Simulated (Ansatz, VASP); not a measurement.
# KMgH3 in VASP and in Ansatz

The input INCAR:

```
PREC     = Accurate       # precision mode
ENCUT    = 520            # plane-wave cutoff, eV
EDIFF    = 1E-6           # SCF threshold, eV
ISMEAR   = 0              # smearing method
SIGMA    = 0.01           # smearing width, eV
LREAL    = F              # projectors in reciprocal space
LASPH    = T              # aspherical terms in the spheres
NELM     = 80             # most SCF steps
ALGO     = Normal         # electronic algorithm
ISIF     = 2              # what is computed and relaxed
LWAVE    = F              # write WAVECAR
LCHARG   = F              # write CHGCAR
GGA      = CA             # functional
NBANDS   = 15             # bands
```

The input KPOINTS:

```
Automatic mesh
0
Gamma
  4 4 4
```

File POSCAR:

```
KMgH3
1.0
    4.0250000000      0.0000000000      0.0000000000
    0.0000000000      4.0250000000      0.0000000000
    0.0000000000      0.0000000000      4.0250000000
K Mg H
1 1 3
Direct
    0.0000000000      0.0000000000      0.0000000000
    0.5000000000      0.5000000000      0.5000000000
    0.0000000000      0.5000000000      0.5000000000
    0.5000000000      0.0000000000      0.5000000000
    0.5000000000      0.5000000000      0.0000000000
```

Input for Ansatz:

```yaml
crystal:
  lattice:
    - [4.025, 0.0, 0.0]
    - [0.0, 4.025, 0.0]
    - [0.0, 0.0, 4.025]
  atoms:
    - { symbol: K, position: [0.0, 0.0, 0.0] }
    - { symbol: Mg, position: [0.5, 0.5, 0.5] }
    - { symbol: H, position: [0.0, 0.5, 0.5] }
    - { symbol: H, position: [0.5, 0.0, 0.5] }
    - { symbol: H, position: [0.5, 0.5, 0.0] }
kpoints:
  mp_grid:
    grid: [4, 4, 4]
hamiltonian:
  xc: lda
scf:
  occupations:
    method: fixed
output:
  polarization:
    string_points: 10
```

Alike in both runs: task single point; functional LDA; k mesh 4 × 4 × 4; no spin polarisation.

|  | VASP | Ansatz |
| --- | --- | --- |
| version | VASP 6.6.1 | Ansatz 0.2.0 |
| potentials or method | VASP PAW LDA potentials, release 64 (K_sv, Mg, H) | plane waves, PAW |
| plane-wave cutoff (eV) | 520 | 420 |
| occupations | gaussian, width 0.01 eV | fixed |
| valence electrons in the cell | 14 | 22 |

|  | VASP | Ansatz | Ansatz less VASP |
| --- | --- | --- | --- |
| gap on the k mesh at the Fermi level (eV) | 2.05 | 2.06 | +0.003 |

LDA's correlation is that of Perdew and Zunger in VASP and of Perdew and Wang (1992) in Ansatz. VASP's potentials hold 14 valence electrons a cell and Ansatz's 22, so a difference there can come from the potentials and not from the codes.
